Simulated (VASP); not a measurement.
Here is a VASP 6.6.1 calculation.

The input INCAR:

```
PREC = Accurate
ENCUT = 520
EDIFF = 1E-6
ISMEAR = 0
SIGMA = 0.02
LREAL = False
LASPH = True
NELM = 100
ALGO = Normal
ISIF = 2
LWAVE = False
LCHARG = False
GGA = PE
NBANDS = 56
```

Contents of KPOINTS:

```
Automatic mesh
0
Gamma
  10 10 10
```

POSCAR

```
SiGe3
1.0
   -2.8382397198      2.8382397198      5.6770470654
    2.8382397198     -2.8382397198      5.6770470654
    2.8382397198      2.8382397198     -5.6770470654
Si Ge
2 6
Direct
    0.0000000000      0.0000000000      0.0000000000
    0.7500000000      0.2500000000      0.5000000000
    0.6340503775      0.6250000000      0.5090503775
    0.5000000000      0.5000000000      0.0000000000
    0.1159496225      0.1250000000      0.4909496225
    0.3750000000      0.8840503775      0.0090503775
    0.8750000000      0.3659496225      0.9909496225
    0.2500000000      0.7500000000      0.5000000000
```

Potentials or basis: VASP PAW PBE potentials, release 64 (Si, Ge_d).

Run with:

```bash
$ cat potpaw_PBE.64/Si/POTCAR potpaw_PBE.64/Ge_d/POTCAR > POTCAR
$ mpirun -np 1 vasp_std > vasp.out
```

Predict the band gap on the k mesh.

0.37 eV (least direct gap 0.46 eV).

Predict the largest force.

0.004 eV/Å.

Predict the pressure.

0.0 GPa.

Forces in eV/Å, atoms in the order of the input:
```
Si   0.000  0.000  0.000
Si   0.000  0.000  0.000
Ge   0.000  0.004  0.000
Ge   0.000  0.000  0.000
Ge   0.000 -0.004  0.000
Ge   0.004  0.000  0.000
Ge  -0.004  0.000  0.000
Ge   0.000  0.000  0.000
```

Caveat: semilocal functionals underestimate gaps, and a narrow one can read as zero. A k mesh can miss the band edges.
